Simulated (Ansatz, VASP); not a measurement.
## One calculation of MgO, two programs

```
CELL_PARAMETERS angstrom
0.00000 2.12319 2.08979
2.12319 0.00000 2.08979
2.12319 2.12319 0.00000
ATOMIC_POSITIONS crystal
Mg 0.00000 0.00000 0.00000
O 0.50000 0.50000 0.50000
```

Change from the starting cell: epitaxial_xy strain +1.0%.

Alike in both runs: task single point; functional PBE; k mesh 10 × 10 × 10; occupations fermi-dirac, width 0.02 eV; no spin polarisation.

```csv
,VASP,Ansatz
version,VASP 6.6.1,Ansatz 0.2.0
potentials or method,"VASP PAW PBE potentials, release 64 (Mg, O)","plane waves, PAW"
plane-wave cutoff (eV),520,420
valence electrons in the cell,8,16
```

VASP gave:

```
gap on the k mesh at the Fermi level (eV)                     : 4.63
pressure (GPa)                                                : 2.6
traceless stress, the component that is largest in VASP (GPa) : 2.20
```

Q: Estimate Ansatz's values.

A: gap on the k mesh at the Fermi level (eV): 4.65; pressure (GPa): 3.4; traceless stress, the component that is largest in VASP (GPa): 2.18.

VASP's potentials hold 8 valence electrons a cell and Ansatz's 16, so a difference there can come from the potentials and not from the codes.
